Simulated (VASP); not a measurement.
Here is a VASP 6.6.1 calculation.

INCAR

```
SYSTEM = BaTiO3
  PREC = Accurate
  ENCUT = 520
  EDIFF = 1E-6
  ISMEAR = 0
  SIGMA = 0.05
  LREAL = .FALSE.
  LASPH = .TRUE.
  NELM = 80
  ALGO = Normal
  ISIF = 2
  LWAVE = .FALSE.
  LCHARG = .FALSE.
  GGA = PE
  NBANDS = 28
```

The input KPOINTS:

```
Automatic mesh
0
G
  6 6 6
  0 0 0
```

POSCAR

```
BaTiO3
1.0
    4.0721544661      0.0000000000      0.0000000000
    0.0000000000      4.0721544661      0.0000000000
    0.0000000000      0.0000000000      4.0721544661
Ba Ti O
1 1 3
Direct
    0.5000000000      0.5000000000      0.5000000000
    0.0000000000      0.0000000000      0.0000000000
    0.5000000000      0.0000000000      0.0000000000
    0.0000000000      0.5000000000      0.0000000000
    0.0000000000      0.0000000000      0.5000000000
```

Potentials or basis: VASP PAW PBE potentials, release 64 (Ba_sv, Ti_sv, O).

Launch:

```bash
$ cat potpaw_PBE.64/Ba_sv/POTCAR potpaw_PBE.64/Ti_sv/POTCAR potpaw_PBE.64/O/POTCAR > POTCAR
$ mpirun -np 1 vasp_std > vasp.out
```

Problem. Estimate the band gap on the k mesh.

Solution. 1.64 eV (least direct gap 1.83 eV).

Problem. Predict the pressure.

Solution. -4.4 GPa.

Caveat: the cell stands under tension; spin-orbit coupling is left out, which moves the levels of the heavy elements. A k mesh can miss the band edges.
